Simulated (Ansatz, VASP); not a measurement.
**Two plane-wave programs on MgTe**

File INCAR:

```
  PREC = Accurate
  ENCUT = 600
  EDIFF = 1E-6
  ISMEAR = 0
  SIGMA = 0.01
  LREAL = False
  LASPH = True
  NELM = 200
  ALGO = Normal
  ISIF = 2
  LWAVE = False
  LCHARG = False
  MAGMOM = 0 0 0 0 0 0 0 0 0 0 0 0 0 0 0 0 0 0 0 0 0 0 0 0
  LORBIT = 11
  LSORBIT = True
  GGA_COMPAT = False
  LORBMOM = True
  GGA = PE
  NBANDS = 50
```

Contents of KPOINTS:

```
regular mesh
0
Gamma
  6 6 2
```

POSCAR

```
MgTe
1.0
    4.5752795260      0.0000000000      0.0000000000
   -2.2876397630      3.9623082989      0.0000000000
    0.0000000000      0.0000000000     14.9203594670
Mg Te
4 4
Direct
    0.0000000000      0.0000000000     -0.0003618907
    0.3333333333      0.6666666667      0.2500449625
    0.0000000000      0.0000000000      0.4996381093
    0.6666666667      0.3333333333      0.7500449625
    0.0000000000      0.0000000000      0.1874573546
    0.3333333333      0.6666666667      0.4378595737
    0.0000000000      0.0000000000      0.6874573546
    0.6666666667      0.3333333333      0.9378595737
```

Input for Ansatz:

```yaml
crystal:
  lattice:
    - [4.575279526, 0.0, 0.0]
    - [-2.287639763, 3.9623082989, 0.0]
    - [0.0, 0.0, 14.920359467]
  atoms:
    - { symbol: Mg, position: [0.0, 0.0, -0.0003618907] }
    - { symbol: Mg, position: [0.3333333333, 0.6666666667, 0.2500449625] }
    - { symbol: Mg, position: [0.0, 0.0, 0.4996381093] }
    - { symbol: Mg, position: [0.6666666667, 0.3333333333, 0.7500449625] }
    - { symbol: Te, position: [0.0, 0.0, 0.1874573546] }
    - { symbol: Te, position: [0.3333333333, 0.6666666667, 0.4378595737] }
    - { symbol: Te, position: [0.0, 0.0, 0.6874573546] }
    - { symbol: Te, position: [0.6666666667, 0.3333333333, 0.9378595737] }
kpoints:
  mp_grid: { grid: [6, 6, 2] }
  band_path:
    path:
      - [0.0, 0.0, 0.0]
      - [0.5, 0.0, 0.0]
      - [0.3333333333, 0.3333333333, 0.0]
      - [0.0, 0.0, 0.5]
      - [0.5, 0.0, 0.5]
      - [0.3333333333, 0.3333333333, 0.5]
      - [-0.002604, 0.0, 0.0]
    npoints: 1
hamiltonian:
  xc: pbe
scf:
  occupations: { method: fixed }
  n_extra_bands: 12
magnetization:
  noncollinear: true
  spin_orbit: true
output:
  forces: true
  stress: true
  eigenvalues: true
```

Alike in both runs: task single point; functional PBE; k mesh 6 × 6 × 2; non-collinear spin, spin-orbit coupling.

|  | VASP | Ansatz |
| --- | --- | --- |
| version | VASP 6.6.1 | Ansatz 0.2.0 |
| potentials or method | VASP PAW PBE potentials, release 64 (Mg, Te) | plane waves, PAW |
| plane-wave cutoff (eV) | 600 | 420 |
| occupations | gaussian, width 0.01 eV | fixed |
| valence electrons in the cell | 32 | 104 |

```tsv
	VASP	Ansatz	Ansatz less VASP
pressure (GPa)	0.7	0.7	-0.01
```

VASP's potentials hold 32 valence electrons a cell and Ansatz's 104, so a difference there can come from the potentials and not from the codes.
